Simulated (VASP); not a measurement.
# BN (R3m) in VASP: G0W0 quasiparticle levels with r2SCAN

Aim: the G0W0 quasiparticle levels of BN with r2SCAN.

All numbers are computed with VASP 6.6.1; they aren't measurements. Logs are shortened: lines on timing, memory, paths and dates and some standing lists are left out, and cuts for length are marked.

## (1) The cell of the first run

It takes space group R3m (No. 160, trigonal). The conventional cell has a = 2.500 Å, b = 2.500 Å, c = 9.760 Å, α = 90.00°, β = 90.00°, γ = 120.00°. B (site symmetry 3m) has 3 N at 1.44 Å within 1.9 Å. Within 1.9 Å of N (site symmetry 3m) lie 3 B at 1.44 Å.

## (2) G0W0 quasiparticle levels, r2SCAN

The input, POSCAR:

```
BN
1.0
    1.2501241109      0.7217594919      3.2533304091
   -1.2501241109      0.7217594919      3.2533304091
    0.0000000000     -1.4435189840      3.2533304090
B N
1 1
Direct
    0.9996880821      0.9996880821      0.9996880821
    0.3327449179      0.3327449179      0.3327449179
```

The input, INCAR.step1:

```
SYSTEM = BN
PREC = Accurate ; ENCUT = 500
EDIFF = 1E-8 ; ISMEAR = 0
SIGMA = 0.01 ; LREAL = .False.
LASPH = .True. ; NELM = 100
ALGO = Normal ; LWAVE = .True.
LCHARG = .False. ; METAGGA = R2SCAN
LMIXTAU = .True.
```

The input, INCAR.step2:

```
SYSTEM = BN
PREC = Accurate ; ENCUT = 500
EDIFF = 1E-8 ; ISMEAR = 0
SIGMA = 0.01 ; LREAL = .False.
LASPH = .True. ; NELM = 1
ALGO = Exact ; LWAVE = .True.
LCHARG = .False. ; METAGGA = R2SCAN
LMIXTAU = .True. ; NBANDS = 34
LOPTICS = .True. ; ISTART = 1
```

The input, INCAR.step3:

```
SYSTEM = BN
PREC = Accurate ; ENCUT = 500
EDIFF = 1E-8 ; ISMEAR = 0
SIGMA = 0.01 ; LREAL = .False.
LASPH = .True. ; ALGO = EVGW0
LWAVE = .False. ; LCHARG = .False.
METAGGA = R2SCAN ; LMIXTAU = .True.
NELMGW = 1 ; NBANDS = 34
ENCUTGW = 80.0 ; NOMEGA = 48
PRECFOCK = Fast ; ISTART = 1
NBANDSGW = 12
```

The input, KPOINTS:

```
regular mesh
0
Gamma
  8 8 8
  0 0 0
```

Potentials or basis: VASP PAW PBE potentials, release 64 (B_GW, N_GW).

Launch:

```bash
$ cat potpaw_PBE.64/B_GW/POTCAR potpaw_PBE.64/N_GW/POTCAR > POTCAR
$ cp INCAR.step1 INCAR
$ mpirun -np 1 vasp_std > vasp.out
$ cp INCAR.step2 INCAR
$ mpirun -np 1 vasp_std > vasp.out
$ cp INCAR.step3 INCAR
$ mpirun -np 1 vasp_std > vasp.out
```

OUTCAR:

```text
SYSTEM = BN
   PREC = Accurate
   ENCUT = 500
   EDIFF = 1E-8
   ISMEAR = 0
   LREAL = .False.
   LASPH = .True.
   METAGGA = R2SCAN
   NELMGW = 1
   ENCUTGW = 80.0
   PRECFOCK = Fast
   ISTART = 1

 ion  position               nearest neighbor table
   1  1.000  1.000  1.000-   2 1.44   2 1.44   2 1.44
   2  0.333  0.333  0.333-   1 1.44   1 1.44   1 1.44

  LATTYP: Found a trigonal (rhomboedric) cell.
 ALAT       =     3.5592001640
 COS(alpha) =     0.7532646175

  Lattice vectors:

 A1 = (   1.2501241109,   0.7217594919,   3.2533304091)
 A2 = (  -1.2501241109,   0.7217594919,   3.2533304091)
 A3 = (   0.0000000000,  -1.4435189840,   3.2533304090)

Analysis of symmetry for initial positions (statically):
=====================================================================
 Subroutine PRICEL returns:
 Original cell was already a primitive cell.

 Routine SETGRP: Setting up the symmetry group for a
 trigonal (rhombohedral) supercell.

 Subroutine GETGRP returns: Found  6 space group operations
 (whereof  6 operations were pure point group operations)
 out of a pool of 12 trial point group operations.

The static configuration has the point symmetry C_3v.

Analysis of symmetry for dynamics (positions and initial velocities):
=====================================================================
 Subroutine PRICEL returns:
 Original cell was already a primitive cell.

 Routine SETGRP: Setting up the symmetry group for a
 trigonal (rhombohedral) supercell.

 Subroutine GETGRP returns: Found  6 space group operations
 (whereof  6 operations were pure point group operations)
 out of a pool of 12 trial point group operations.

The dynamic configuration has the point symmetry C_3v.

 Subroutine INISYM returns: Found  6 space group operations
 (whereof  6 operations are pure point group operations),
 and found     1 'primitive' translations

----------------------------------------------------------------------------------------

                                     Primitive cell

  volume of cell :      17.6127

  direct lattice vectors                    reciprocal lattice vectors
     1.250124111  0.721759492  3.253330409     0.399960288  0.230917180  0.102459108
    -1.250124111  0.721759492  3.253330409    -0.399960288  0.230917180  0.102459108
     0.000000000 -1.443518984  3.253330409     0.000000000 -0.461834360  0.102459108

  length of vectors
     3.559200164  3.559200164  3.559200164     0.473063257  0.473063257  0.473063257

  position of ions in fractional coordinates (direct lattice)
     0.999688082  0.999688082  0.999688082
     0.332744918  0.332744918  0.332744918

  ion indices of the primitive-cell ions
   primitive index   ion index
                 1           1
                 2           2

----------------------------------------------------------------------------------------

 KPOINTS: regular mesh

Automatic generation of k-mesh.
 Grid dimensions read from file:
 generate k-points for:    8    8    8

 Generating k-lattice:

  Cartesian coordinates                     Fractional coordinates (reciprocal lattice)
     0.049995036  0.028864648  0.012807389     0.125000000  0.000000000  0.000000000
    -0.049995036  0.028864648  0.012807389     0.000000000  0.125000000  0.000000000
     0.000000000 -0.057729295  0.012807389     0.000000000  0.000000000  0.125000000

  Length of vectors
     0.059132907  0.059132907  0.059132907

  Shift w.r.t. Gamma in fractional coordinates (k-lattice)
     0.000000000  0.000000000  0.000000000

 Subroutine IBZKPT returns following result:
 ===========================================

 Found     65 irreducible k-points:

 Following reciprocal coordinates:
            Coordinates               Weight
  0.000000  0.000000  0.000000      1.000000
  0.125000  0.000000  0.000000      6.000000
  0.250000  0.000000  0.000000      6.000000
  0.375000  0.000000  0.000000      6.000000
  0.500000  0.000000  0.000000      3.000000
  0.125000  0.125000  0.000000      6.000000
[... 16 lines left out ...]
  0.250000  0.125000  0.125000      6.000000
  0.375000  0.125000  0.125000      6.000000
 [... further k-points ...]
   k-points           NKPTS =     65   k-points in BZ     NKDIM =    512   number of bands    NBANDS=     34
   number of dos      NEDOS =    301   number of ions     NIONS =      2
   total plane-waves  NPLWV =  21952
   dimension x,y,z NGX =    28 NGY =   28 NGZ =   28
   dimension x,y,z NGXF=    56 NGYF=   56 NGZF=   56
   ions per type =               1   1
   NGX,Y,Z   is equivalent  to a cutoff of  13.08, 13.08, 13.08 a.u.
   NGXF,Y,Z  is equivalent  to a cutoff of  26.16, 26.16, 26.16 a.u.
 SYSTEM =  BN
   PREC   = accura    normal or accurate (medium, high low for compatibility)
   ISTART =      1    job   : 0-new  1-cont  2-samecut
   ICHARG =      0    charge: 1-file 2-atom 10-const
   ISPIN  =      1    spin polarized calculation?
   LNONCOLLINEAR =      F non collinear calculations
   LSORBIT =      F    spin-orbit coupling
   LASPH  =      T    aspherical Exc in radial PAW
   ENCUT  =  500.0 eV  36.75 Ry    6.06 a.u.   6.49  6.49  6.49*2*pi/ulx,y,z
   NELM   =     60;   NELMIN=  2; NELMDL=  0     # of ELM steps
   EDIFF  = 0.1E-07   stopping-criterion for ELM
   LREAL  =      F    real-space projection
   EDIFFG = 0.1E-06   stopping-criterion for IOM
   NSW    =      0    number of steps for IOM
   IBRION =     -1    ionic relax: 0-MD 1-quasi-New 2-CG
   NFREE  =      0    steps in history (QN), initial steepest desc. (CG)
   ISIF   =      0    stress and relaxation
   ISYM   =      3    0-nonsym 1-usesym 2-fastsym
   POTIM  = 0.5000    time-step for ionic-motion
   TEBEG  =    0.0;   TEEND  =   0.0 temperature during run
   PSTRESS=    0.0 pullay stress
   NELECT =       8.0000    total number of electrons
   NUPDOWN=      -1.0000    fix difference up-down
   EMIN   =  10.00;   EMAX   =-10.00  energy-range for DOS
   EFERMI =   0.00;   METHOD = LEGACY
   ISMEAR =     0;   SIGMA  =   0.01  broadening in eV -4-tet -1-fermi 0-gaus
   EFERMI_NEDOS =   21; number of points for ismear=-14 and -15
   IALGO  =     38    algorithm
   IMIX   =      4    mixing-type and parameters
     AMIX     =   0.40;   BMIX     =  1.00
     AMIX_MAG =   1.60;   BMIX_MAG =  1.00
  volume/ion in A,a.u.               =       8.81        59.43
  Fermi-wavevector in a.u.,A,eV,Ry     =   1.258432  2.378092 21.546887  1.583651
  Thomas-Fermi vector in A             =   2.392042
   LORBIT       =      0    0 simple, 1 ext, 2 COOP (PROOUT), +10 PAW based schemes
   METAGGA = R2SCAN    functional components
   LHFCALC =     T    Hartree Fock is set to
   PRECFOCK=fast      Normal, Fast or Accurate (Low or Medium for compatibility)
   ENCUT4O =  -1.0   cutoff for four orbital integrals eV
   NKREDX  =     1    reduce k-point grid by
   NKREDY  =     1    reduce k-point grid by
   NKREDZ  =     1    reduce k-point grid by
   AEXX    =    1.0000 exact exchange contribution
   HFSCREEN=    0.0000 screening length (either q_TF or 0.3 A-1)
   HFSCREENC=   0.0000 screening length for correlation (either q_TF or 0.3 A-1)
   ENCUTFOCK=  -1.0 apply spherical cutoff to Coloumb kernel
   IVDW    =     0    specifies the selected vdW correction
   LEPSILON=     F    determine dielectric tensor
   LRPA    =     F    only Hartree local field effects (RPA)
   LRPAFORCE           =     F    calculate RPA forces
   ENCUTGW             =  80.0    cutoff for response function in eV
   ENCUTGWSOFT         =  64.0    soft cutoff for Coulomb kernel in GW response function in eV
   ENCUTLF             =  -1.0    cutoff for local field effects
   NELMGW              =     1    number of iterations in solving QP/BSE equation
   NELMHF              =     1    number of iterations in the inner HF iteration
   NKREDLFX            =     1    NKREDLFY  =   1   NKREDLFZ  =   1
 non-spin polarized calculation
 Gauss-broadening in eV      SIGMA  =   0.01
  energy-cutoff  :      500.00
  volume of cell :       17.61
 maximum number of plane-waves:       458
 NGX is ok and might be reduce to    28
  NGX = 14; NGY = 14; NGZ = 14
   NGX = 13   NGY = 13   NGZ = 13
 maximum number of plane-waves:        34
 NGX is ok and might be reduce to    14

 QP shifts <psi_nk| G(iteration)W_0 |psi_nk>: iteration 1
 for sc-GW calculations column KS-energies equals QP-energies in previous step
 and V_xc(KS)=  KS-energies - (<T + V_ion + V_H > + <T+V_H+V_ion>^1  + <V_x>^1)

 k-point   1 :       0.0000    0.0000    0.0000
  band No.  KS-energies  QP-energies   sigma(KS)   V_xc(KS)     V^pw_x(r,r')   Z            occupation Imag(sigma)

      1     -16.6307     -17.4626     -18.4429     -17.3093     -26.7492       0.7339       2.0000       1.2510
      2      -1.8654      -2.6389     -15.9099     -14.9014     -19.5901       0.7669       2.0000       0.1685
      3       0.9138       0.4432     -19.0812     -18.5018     -22.6701       0.8123       2.0000       0.0956
      4       0.9138       0.4432     -19.0812     -18.5018     -22.6701       0.8123       2.0000       0.0956
      5       8.0299       8.3672      -8.2531      -8.6514      -4.5144       0.8469       0.0000      -0.0855
      6      14.6959      16.4311     -11.5984     -13.7042      -7.2243       0.8240       0.0000      -0.1063
      7      14.6959      16.4311     -11.5984     -13.7042      -7.2243       0.8240       0.0000      -0.1063
      8      16.7649      17.9609     -12.1634     -13.7183      -5.9339       0.7692       0.0000      -0.6229
      9      18.1091      19.2943     -11.7610     -13.2485      -6.5368       0.7967       0.0000      -0.2002
     10      29.8620      29.9362      -8.6597      -8.7518      -2.5856       0.8058       0.0000      -0.9043
     11      32.3497      33.0283      -8.6353      -9.4464      -3.3694       0.8367       0.0000      -0.9229
     12      32.3497      33.0283      -8.6353      -9.4464      -3.3694       0.8367       0.0000      -0.9229

 k-point   2 :       0.1250    0.0000    0.0000
  band No.  KS-energies  QP-energies   sigma(KS)   V_xc(KS)     V^pw_x(r,r')   Z            occupation Imag(sigma)
[... 353 lines left out ...]
      1     -15.3009     -16.1262     -18.7935     -17.7026     -26.7806       0.7566       2.0000       1.1355
      2      -3.1387      -3.8960     -18.1355     -17.1592     -22.4551       0.7757       2.0000       0.1617
      3      -1.2603      -2.0748     -15.4174     -14.3687     -18.7908       0.7767       2.0000       0.1506
      4      -0.7701      -1.3474     -18.6617     -17.9412     -22.5297       0.8012       2.0000       0.1138
      5      10.9900      11.8622     -10.2411     -11.3073      -6.2005       0.8181       0.0000      -0.1169
      6      13.6360      14.7699     -11.1862     -12.6184      -6.2117       0.7917       0.0000      -0.2091
      7      14.8595      15.8794     -10.3430     -11.5949      -5.6870       0.8147       0.0000      -0.1860
      8      19.4408      21.1671     -12.1563     -14.3483      -6.8880       0.7876       0.0000      -0.2374
      9      20.4914      21.5759     -11.2224     -12.5979      -5.6768       0.7885       0.0000      -0.3753
     10      25.4943      25.8647      -8.1101      -8.5547      -2.7055       0.8333       0.0000      -0.6431
     11      26.8338      27.3650      -8.0463      -8.6724      -3.1006       0.8484       0.0000      -0.6195
     12      29.3309      29.7776      -8.2061      -8.7384      -2.6586       0.8393       0.0000      -0.8257

 [... further k-points ...]
```

It took 7.5 min on 1 thread of Intel Xeon Platinum 8559C (Emerald Rapids), shared host; peak memory 0.5 GiB.

Results:

- Quasiparticle gap: 5.78 eV
- Least direct quasiparticle gap: 6.77 eV
- Band gap of the starting levels on the mesh: 4.76 eV
- Least direct gap of the starting levels on the mesh: 5.63 eV

Caveat: the k points lie up to 0.37 Å⁻¹ apart; bands, screening cutoff and mesh are small and nothing is extrapolated, so the quasiparticle values aren't converged.
